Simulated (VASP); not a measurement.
A run of VASP 6.6.1 is set up as follows.

Contents of INCAR:

```
PREC = Accurate
ENCUT = 500
EDIFF = 1E-6
ISMEAR = -1
SIGMA = 0.1
LREAL = F
LASPH = T
NELM = 200
ALGO = Normal
ISIF = 2
LWAVE = F
LCHARG = F
MAGMOM = 0 0 0 0 0 0
LORBIT = 11
LSORBIT = T
GGA_COMPAT = F
LORBMOM = T
LMAXMIX = 4
GGA = PE
NBANDS = 34
```

KPOINTS

```
regular mesh
0
Gamma
  11 11 6
```

File POSCAR:

```
Sc
1.0
    3.3193628924      0.0000000000      0.0000000000
   -1.6596814462      2.8746525892      0.0000000000
    0.0000000000      0.0000000000      5.1842605006
Sc
2
Direct
    0.3333333333      0.6666666667      0.2500000000
    0.6666666667      0.3333333333      0.7500000000
```

Potentials or basis: VASP PAW PBE potentials, release 64 (Sc_sv).

Command:

```console
$ cat potpaw_PBE.64/Sc_sv/POTCAR > POTCAR
$ mpirun -np 1 vasp_ncl > vasp.out
```

What does it give for the pressure?

0.0 GPa.

What does it give for the net moment?

0.00 μB per cell.

Moments on the atoms (μB; x, y, z):
```
Sc  0.00 0.00 0.00
Sc  0.00 0.00 0.00
```
